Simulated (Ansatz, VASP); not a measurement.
One calculation of HfTe4, two programs

File INCAR:

```
SYSTEM = HfTe4
PREC = Accurate
ENCUT = 500
EDIFF = 1E-6
ISMEAR = 0
SIGMA = 0.1
LREAL = .False.
LASPH = .True.
NELM = 120
ALGO = Normal
ISIF = 2
LWAVE = .False.
LCHARG = .False.
GGA = PE
NBANDS = 25
GGA_COMPAT = .False.
```

The input KPOINTS:

```
Automatic mesh
0
Gamma
  4 4 4
  0 0 0
```

Contents of POSCAR:

```
HfTe4
1.0
    5.3968131500      0.0000000000      0.0000000000
    0.0000000000      5.3968131500      0.0000000000
    0.0000000000      0.0000000000      5.3968131500
Hf Te
1 4
Direct
    0.0000000000      0.0000000000      0.0000000000
    0.0000000000      0.5000000000      0.5000000000
    0.5000000000      0.0000000000      0.5000000000
    0.5000000000      0.5000000000      0.0000000000
    0.5000000000      0.5000000000      0.5000000000
```

Input for Ansatz:

```yaml
crystal:
  lattice:
    - [5.39681315, 0.0, 0.0]
    - [0.0, 5.39681315, 0.0]
    - [0.0, 0.0, 5.39681315]
  atoms:
    - { symbol: Hf, position: [0.0, 0.0, 0.0] }
    - { symbol: Te, position: [0.0, 0.5, 0.5] }
    - { symbol: Te, position: [0.5, 0.0, 0.5] }
    - { symbol: Te, position: [0.5, 0.5, 0.0] }
    - { symbol: Te, position: [0.5, 0.5, 0.5] }
basis:
  ecutwfc: 420
kpoints:
  mp_grid: { grid: [4, 4, 4] }
hamiltonian:
  xc: pbe
scf:
  occupations: { method: gaussian, width: 0.1 }
  lower_state_search: "off"
output:
  forces: true
  stress: true
  eigenvalues: true
```

Alike in both runs: task single point; functional PBE; k mesh 4 × 4 × 4; occupations gaussian, width 0.1 eV; no spin polarisation.

|  | VASP | Ansatz |
| --- | --- | --- |
| version | VASP 6.6.1 | Ansatz 0.2.0 |
| potentials or method | VASP PAW PBE potentials, release 64 (Hf_pv, Te), cutoff 500 eV | scalar-relativistic, plane waves, PAW |
| valence electrons in the cell | 34 | 90 |

```csv
,VASP,Ansatz,Ansatz less VASP
gap on the k mesh at the Fermi level (eV),none,none,-
pressure (GPa),7.3,7.3,-0.05
```

A gap of «none» marks a metal or a gap that the smearing closes. VASP's potentials hold 34 valence electrons a cell and Ansatz's 90, so a difference there can come from the potentials and not from the codes.

Spin-orbit coupling is off throughout.
